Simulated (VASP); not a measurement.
# ZrB in VASP: a series of runs

The runs below take ZrB through single point, with PBE.

Program: VASP 6.6.1. These are calculated values, not measurements. Logs are shortened: lines on timing, memory, paths and dates and some standing lists are left out, and cuts for length are marked.

## Step 1: The cell of the first run

Symmetry: Fm-3m, No. 225, cubic system. The conventional cell has a = 5.000 Å, b = 5.000 Å, c = 5.000 Å, α = 90.00°, β = 90.00°, γ = 90.00°. Within 3.3 Å of Zr (site symmetry m-3m) lie 6 B at 2.50 Å. B (site symmetry m-3m) has 6 Zr at 2.50 Å within 3.3 Å.

## Step 2: Single point, PBE (volume scaled by 1.06)

INCAR

```
SYSTEM = ZrB
  ALGO = Normal
  EDIFF = 1E-6
  ENCUT = 520
  GGA = PE
  ISIF = 2
  ISMEAR = 0
  LASPH = .True.
  LCHARG = .False.
  LREAL = .False.
  LWAVE = .False.
  NBANDS = 14
  NELM = 80
  PREC = Accurate
  SIGMA = 0.1
```

KPOINTS

```
k-points
0
Gamma
  14 14 14
  0 0 0
```

POSCAR

```
ZrB
1.0
    0.0000000000      2.5001421609      2.5001421609
    2.5001421609      0.0000000000      2.5001421609
    2.5001421609      2.5001421609      0.0000000000
Zr B
1 1
Direct
    0.0000000000      0.0000000000      0.0000000000
    0.5000000000      0.5000000000      0.5000000000
```

Potentials or basis: VASP PAW PBE potentials, release 64 (Zr_sv, B).

Run with:

```bash
$ cat potpaw_PBE.64/Zr_sv/POTCAR potpaw_PBE.64/B/POTCAR > POTCAR
$ mpirun -np 1 vasp_std > vasp.out
```

OUTCAR:

```text
SYSTEM = ZrB
   EDIFF = 1E-6
   ENCUT = 520
   GGA = PE
   ISIF = 2
   ISMEAR = 0
   LASPH = .True.
   LREAL = .False.
   NELM = 80
   PREC = Accurate

 ion  position               nearest neighbor table
   1  0.000  0.000  0.000-   2 2.50   2 2.50   2 2.50   2 2.50   2 2.50   2 2.50
   2  0.500  0.500  0.500-   1 2.50   1 2.50   1 2.50   1 2.50   1 2.50   1 2.50

  LATTYP: Found a face centered cubic cell.
 ALAT       =     5.0002843218

  Lattice vectors:

 A1 = (   0.0000000000,   2.5001421609,   2.5001421609)
 A2 = (   2.5001421609,   0.0000000000,   2.5001421609)
 A3 = (   2.5001421609,   2.5001421609,   0.0000000000)

Analysis of symmetry for initial positions (statically):
=====================================================================
 Subroutine PRICEL returns:
 Original cell was already a primitive cell.

 Routine SETGRP: Setting up the symmetry group for a
 face centered cubic supercell.

 Subroutine GETGRP returns: Found 48 space group operations
 (whereof 48 operations were pure point group operations)
 out of a pool of 48 trial point group operations.

The static configuration has the point symmetry O_h .

Analysis of symmetry for dynamics (positions and initial velocities):
=====================================================================
 Subroutine PRICEL returns:
 Original cell was already a primitive cell.

 Routine SETGRP: Setting up the symmetry group for a
 face centered cubic supercell.

 Subroutine GETGRP returns: Found 48 space group operations
 (whereof 48 operations were pure point group operations)
 out of a pool of 48 trial point group operations.

The dynamic configuration has the point symmetry O_h .

 Subroutine INISYM returns: Found 48 space group operations
 (whereof 48 operations are pure point group operations),
 and found     1 'primitive' translations

----------------------------------------------------------------------------------------

                                     Primitive cell

  volume of cell :      31.2553

  direct lattice vectors                    reciprocal lattice vectors
     0.000000000  2.500142161  2.500142161    -0.199988628  0.199988628  0.199988628
     2.500142161  0.000000000  2.500142161     0.199988628 -0.199988628  0.199988628
     2.500142161  2.500142161  0.000000000     0.199988628  0.199988628 -0.199988628

  length of vectors
     3.535734952  3.535734952  3.535734952     0.346390464  0.346390464  0.346390464

  position of ions in fractional coordinates (direct lattice)
     0.000000000  0.000000000  0.000000000
     0.500000000  0.500000000  0.500000000

  ion indices of the primitive-cell ions
   primitive index   ion index
                 1           1
                 2           2

----------------------------------------------------------------------------------------

 KPOINTS: k-points

Automatic generation of k-mesh.
 Grid dimensions read from file:
 generate k-points for:   14   14   14

 Generating k-lattice:

  Cartesian coordinates                     Fractional coordinates (reciprocal lattice)
    -0.014284902  0.014284902  0.014284902     0.071428571  0.000000000  0.000000000
     0.014284902 -0.014284902  0.014284902     0.000000000  0.071428571  0.000000000
     0.014284902  0.014284902 -0.014284902     0.000000000  0.000000000  0.071428571

  Length of vectors
     0.024742176  0.024742176  0.024742176

  Shift w.r.t. Gamma in fractional coordinates (k-lattice)
     0.000000000  0.000000000  0.000000000

 Subroutine IBZKPT returns following result:
 ===========================================

 Found    104 irreducible k-points:

 Following reciprocal coordinates:
            Coordinates               Weight
  0.000000  0.000000  0.000000      1.000000
  0.071429  0.000000  0.000000      8.000000
  0.142857  0.000000  0.000000      8.000000
  0.214286  0.000000  0.000000      8.000000
  0.285714  0.000000  0.000000      8.000000
  0.357143  0.000000  0.000000      8.000000
[... 16 lines left out ...]
  0.214286  0.142857  0.000000     24.000000
  0.285714  0.142857  0.000000     24.000000
 [... further k-points ...]
   k-points           NKPTS =    104   k-points in BZ     NKDIM =    104   number of bands    NBANDS=     14
   number of dos      NEDOS =    301   number of ions     NIONS =      2
   total plane-waves  NPLWV =  21952
   dimension x,y,z NGX =    28 NGY =   28 NGZ =   28
   dimension x,y,z NGXF=    56 NGYF=   56 NGZF=   56
   ions per type =               1   1
   NGX,Y,Z   is equivalent  to a cutoff of  13.17, 13.17, 13.17 a.u.
   NGXF,Y,Z  is equivalent  to a cutoff of  26.33, 26.33, 26.33 a.u.
 SYSTEM =  ZrB
   PREC   = accura    normal or accurate (medium, high low for compatibility)
   ISTART =      0    job   : 0-new  1-cont  2-samecut
   ICHARG =      2    charge: 1-file 2-atom 10-const
   ISPIN  =      1    spin polarized calculation?
   LNONCOLLINEAR =      F non collinear calculations
   LSORBIT =      F    spin-orbit coupling
   LASPH  =      T    aspherical Exc in radial PAW
   ENCUT  =  520.0 eV  38.22 Ry    6.18 a.u.   6.57  6.57  6.57*2*pi/ulx,y,z
   NELM   =     80;   NELMIN=  2; NELMDL= -5     # of ELM steps
   EDIFF  = 0.1E-05   stopping-criterion for ELM
   LREAL  =      F    real-space projection
   EDIFFG = 0.1E-04   stopping-criterion for IOM
   NSW    =      0    number of steps for IOM
   IBRION =     -1    ionic relax: 0-MD 1-quasi-New 2-CG
   NFREE  =      0    steps in history (QN), initial steepest desc. (CG)
   ISIF   =      2    stress and relaxation
   ISYM   =      2    0-nonsym 1-usesym 2-fastsym
   POTIM  = 0.5000    time-step for ionic-motion
   TEBEG  =    0.0;   TEEND  =   0.0 temperature during run
   PSTRESS=    0.0 pullay stress
   NELECT =      15.0000    total number of electrons
   NUPDOWN=      -1.0000    fix difference up-down
   EMIN   =  10.00;   EMAX   =-10.00  energy-range for DOS
   EFERMI =   0.00;   METHOD = LEGACY
   ISMEAR =     0;   SIGMA  =   0.10  broadening in eV -4-tet -1-fermi 0-gaus
   EFERMI_NEDOS =   21; number of points for ismear=-14 and -15
   IALGO  =     38    algorithm
   IMIX   =      4    mixing-type and parameters
     AMIX     =   0.40;   BMIX     =  1.00
     AMIX_MAG =   1.60;   BMIX_MAG =  1.00
  volume/ion in A,a.u.               =      15.63       105.46
  Fermi-wavevector in a.u.,A,eV,Ry     =   1.281732  2.422122 22.352152  1.642837
  Thomas-Fermi vector in A             =   2.414085
   LORBIT       =      0    0 simple, 1 ext, 2 COOP (PROOUT), +10 PAW based schemes
   GGA     = PE    functional components
   LHFCALC =     F    Hartree Fock is set to
   AEXX    =    0.0000 exact exchange contribution
   IVDW    =     0    specifies the selected vdW correction
   LEPSILON=     F    determine dielectric tensor
   LRPA    =     F    only Hartree local field effects (RPA)
 non-spin polarized calculation
 Gauss-broadening in eV      SIGMA  =   0.10
  energy-cutoff  :      520.00
  volume of cell :       31.26
 maximum number of plane-waves:       877
   NGX = 13   NGY = 13   NGZ = 13

 number of electron      15.0000000 magnetization

 Free energy of the ion-electron system (eV)
  ---------------------------------------------------
  ext. energy  EPLUGINS =         0.00000000
  ---------------------------------------------------
  free energy    TOTEN  =       -15.96004423 eV

  energy without entropy =      -15.95313287  energy(sigma->0) =      -15.95658855

 E-fermi :   6.9264     XC(G=0): -11.2118

 val. band max:        6.9237794103   @ k =   0.3571   0.1429   0.0000
 cond. band min:       6.9277959187   @ k =   0.5000   0.2857   0.0714
 fundamental gap:      0.0040165084
 Fermi energy:         6.9264255294

 k-point     1 :       0.0000    0.0000    0.0000
  band No.  band energies     occupation
      1     -40.8261      2.00000
      2     -18.6670      2.00000
      3     -18.6670      2.00000
      4     -18.6670      2.00000
      5      -0.9797      2.00000
      6       8.5938      0.00000
      7       8.5938      0.00000
      8       8.5938      0.00000
      9       9.8626      0.00000
     10       9.8626      0.00000
     11      10.2148      0.00000
     12      10.2148      0.00000
     13      10.2148      0.00000
     14      17.1509      0.00000

 k-point     2 :       0.0714    0.0000    0.0000
  band No.  band energies     occupation
      1     -40.8239      2.00000
      2     -18.6893      2.00000
      3     -18.6694      2.00000
      4     -18.6694      2.00000
      5      -0.8740      2.00000
      6       8.2346      0.00000
      7       8.5165      0.00000
      8       8.5165      0.00000
      9       9.1902      0.00000
     10       9.1902      0.00000
     11      10.3628      0.00000
     12      11.1748      0.00000
     13      11.1748      0.00000
     14      17.3236      0.00000

 k-point     3 :       0.1429    0.0000    0.0000
  band No.  band energies     occupation
      1     -40.8179      2.00000
      2     -18.7513      2.00000
      3     -18.6759      2.00000
      4     -18.6759      2.00000
      5      -0.5654      2.00000
      6       7.4539      0.00000
      7       7.9044      0.00000
      8       7.9044      0.00000
      9       9.1920      0.00000
     10       9.1920      0.00000
     11      10.5986      0.00000
     12      12.4020      0.00000
     13      12.4020      0.00000
     14      17.7180      0.00000
[... 324 lines left out ...]
 k-point    23 :       0.2143    0.1429    0.0000
  band No.  band energies     occupation
      1     -40.8086      2.00000
      2     -18.8020      2.00000
      3     -18.7099      2.00000
      4     -18.7051      2.00000
      5      -0.1147      2.00000
      6       6.3306      2.00000
      7       7.4233      0.00000
      8       7.9499      0.00000
      9       8.4713      0.00000
     10      10.1725      0.00000
     11      11.5557      0.00000
     12      12.0053      0.00000
     13      13.9792      0.00000
     14      18.5788      0.00000

 k-point    24 :       0.2857    0.1429    0.0000
  band No.  band energies     occupation
      1     -40.8001      2.00000
      2     -18.8812      2.00000
      3     -18.7228      2.00000
      4     -18.7156      2.00000
      5       0.3627      2.00000
      6       5.7061      2.00000
      7       6.8022      1.92100
      8       7.4453      0.00000
      9       8.8817      0.00000
     10      10.5314      0.00000
     11      11.7503      0.00000
     12      12.9942      0.00000
     13      15.0000      0.00000
     14      18.4783      0.00000

 [... further k-points ...]
[... 5 lines left out ...]
  --------------------------------------------------------------------------------------
  -------------------------------------------------------------------------------------
  Total       -1.6032133     -1.6032133     -1.6032133      0.0000000     -0.0000000      0.0000000
  in kB      -82.1822049    -82.1822049    -82.1822049      0.0000000     -0.0000000      0.0000000
  external PRESSURE =     -82.1822049 kB  Pullay stress =       0.0000000 kB

 VOLUME and BASIS-vectors are now :
 -----------------------------------------------------------------------------
  energy-cutoff  :      520.00
  volume of cell :       31.26
      direct lattice vectors                 reciprocal lattice vectors
     0.000000000  2.500142161  2.500142161    -0.199988628  0.199988628  0.199988628
     2.500142161  0.000000000  2.500142161     0.199988628 -0.199988628  0.199988628
     2.500142161  2.500142161  0.000000000     0.199988628  0.199988628 -0.199988628

 POSITION                                       TOTAL-FORCE (eV/Angst)
 -----------------------------------------------------------------------------------
      0.00000      0.00000      0.00000         0.000000      0.000000      0.000000
      2.50014      2.50014      2.50014        -0.000000     -0.000000     -0.000000
 -----------------------------------------------------------------------------------
    total drift:                               -0.000000      0.000000      0.000000

  FREE ENERGIE OF THE ION-ELECTRON SYSTEM (eV)
  ---------------------------------------------------
  free  energy   TOTEN  =       -15.9600442335 eV

  energy  without entropy=      -15.9531328652  energy(sigma->0) =      -15.95658855
```

Wall time 21 s (1 thread of Intel Xeon 6975P-C (Granite Rapids), shared host); peak memory 0.18 GiB.

Results:

| Quantity | Value |
| --- | --- |
| Free energy | -15.9600 eV |
| Pressure | -8.2 GPa |

Levels at points of the mesh, in eV from the Fermi level:
| k point | band 6 | band 7 | band 8 | band 9 | band 10 | band 11 |
| --- | --- | --- | --- | --- | --- | --- |
| (0.00, 0.00, 0.00) | 1.67 | 1.67 | 1.67 | 2.94 | 2.94 | 3.29 |
| (0.50, 0.00, 0.00) | -3.66 | -1.08 | -1.08 | 4.48 | 4.48 | 5.65 |
| (0.50, 0.50, 0.00) | -0.91 | -0.67 | 1.89 | 1.89 | 4.23 | 5.31 |

## Step 3: Single point, PBE (strain along c alone, the other axes held: -2.0 %)

INCAR

```
SYSTEM = ZrB
ALGO = Normal ; EDIFF = 1E-7
ENCUT = 520 ; GGA = PE
ISIF = 2 ; ISMEAR = 0
LASPH = .TRUE. ; LCHARG = .FALSE.
LREAL = .FALSE. ; LWAVE = .FALSE.
NBANDS = 23 ; NELM = 60
PREC = Accurate ; SIGMA = 0.1
```

KPOINTS

```
k-points
0
G
  12 12 10
  0 0 0
```

POSCAR

```
ZrB
1.0
    2.4520505267      2.4520505267      0.0000000000
   -2.4520505267      2.4520505267      0.0000000000
    0.0000000000      0.0000000000      4.8060190324
Zr B
2 2
Direct
    0.0000000000      0.0000000000      0.0000000000
    0.5000000000      0.5000000000      0.5000000000
    0.5000000000      0.5000000000      0.0000000000
    0.0000000000      0.0000000000      0.5000000000
```

Potentials or basis: VASP PAW PBE potentials, release 64 (Zr_sv, B).

Run with:

```bash
$ cat potpaw_PBE.64/Zr_sv/POTCAR potpaw_PBE.64/B/POTCAR > POTCAR
$ mpirun -np 1 vasp_std > vasp.out
```

Wall time 3.7 min (1 thread of Intel Xeon 8259CL, shared host); peak memory 0.32 GiB.

It converged, with:

| Property | Result |
| --- | --- |
| Free energy | -31.9841 eV |
| Pressure | 3.6 GPa |
| Band gap on the k mesh | zero (band 15 reaches 9.75 eV, above the bottom of band 16 at 6.48 eV) |

Stress tensor (GPa, compression positive):
```
1.27 0.00 0.00
0.00 1.27 0.00
0.00 0.00 8.31
```

Levels at points of the mesh, in eV from the Fermi level:
```
           k point  band 14  band 15  band 16  band 17  band 18  band 19
(0.00, 0.00, 0.00)     1.72     1.91     2.02     2.02     3.12     3.30
(0.50, 0.00, 0.00)    -0.77    -0.75    -0.75     3.59     3.59     5.22
(0.50, 0.50, 0.00)    -0.79     2.12     2.12     2.20     2.20     4.66
(0.00, 0.00, 0.50)     0.29     1.21     1.21     1.21     1.21     3.83
(0.50, 0.00, 0.50)    -1.20    -1.15    -1.15     4.88     4.88     5.00
(0.50, 0.50, 0.50)    -1.13    -0.96    -0.96     4.72     4.72     4.72
```

Caveat: the cell differs from its parent crystal (strain along c alone, the other axes held: -2.0 %).

## Step 4: Single point, PBE (strain along c alone, the other axes held: +2.0 %)

INCAR

```
SYSTEM = ZrB
PREC = Accurate
ENCUT = 520
EDIFF = 1E-6
ISMEAR = 0
SIGMA = 0.1
LREAL = .FALSE.
LASPH = .TRUE.
NELM = 60
ALGO = Normal
ISIF = 2
LWAVE = .FALSE.
LCHARG = .FALSE.
GGA = PE
NBANDS = 23
```

KPOINTS

```
Automatic mesh
0
G
  12 12 10
  0 0 0
```

POSCAR, as its differences from that of step 3:

```diff
@@ -4,3 +4,3 @@
    -2.4520505267      2.4520505267      0.0000000000
-    0.0000000000      0.0000000000      4.8060190324
+    0.0000000000      0.0000000000      5.0021830746
 Zr B
```

Run with:

```bash
$ cat potpaw_PBE.64/Zr_sv/POTCAR potpaw_PBE.64/B/POTCAR > POTCAR
$ mpirun -np 1 vasp_std > vasp.out
```

Wall time 4 min (1 thread of Intel Xeon 8259CL, shared host); peak memory 0.32 GiB.

The run converged. Its results:

```yaml
Free_energy: -31.9940 eV
Pressure: -2.9 GPa
Band_gap_on_the_k_mesh: zero (band 15 reaches 9.20 eV, above the bottom of band 16 at 6.16 eV)
```

Stress tensor (GPa, compression positive):
```
-1.13  0.00  0.00
 0.00 -1.13  0.00
 0.00  0.00 -6.32
```

Levels at points of the mesh, in eV from the Fermi level:
| k point | band 12 | band 13 | band 14 | band 15 | band 16 | band 17 | band 18 | band 19 | band 20 | band 21 |
| --- | --- | --- | --- | --- | --- | --- | --- | --- | --- | --- |
| (0.00, 0.00, 0.00) | -0.72 | 1.60 | 1.79 | 1.79 | 2.08 | 2.08 | 2.98 | 3.16 | 3.33 | 3.41 |
| (0.50, 0.00, 0.00) | -2.41 | -0.98 | -0.98 | -0.77 | -0.77 | 3.56 | 3.56 | 5.07 | 5.07 | 5.83 |
| (0.50, 0.50, 0.00) | -0.76 | -0.73 | -0.73 | 1.93 | 1.93 | 1.98 | 1.98 | 4.45 | 4.45 | 5.50 |
| (0.00, 0.00, 0.50) | -1.44 | 0.24 | 0.24 | 1.40 | 1.40 | 1.40 | 1.40 | 3.74 | 3.74 | 5.49 |
| (0.50, 0.00, 0.50) | -3.75 | -1.15 | -1.15 | -1.11 | -1.11 | 4.65 | 4.65 | 4.76 | 4.76 | 5.94 |
| (0.50, 0.50, 0.50) | -1.00 | -1.00 | -1.00 | -0.81 | -0.81 | 4.19 | 4.19 | 4.19 | 4.19 | 5.67 |

Caveat: the cell differs from its parent crystal (strain along c alone, the other axes held: +2.0 %).

[end of part 1 of 2]
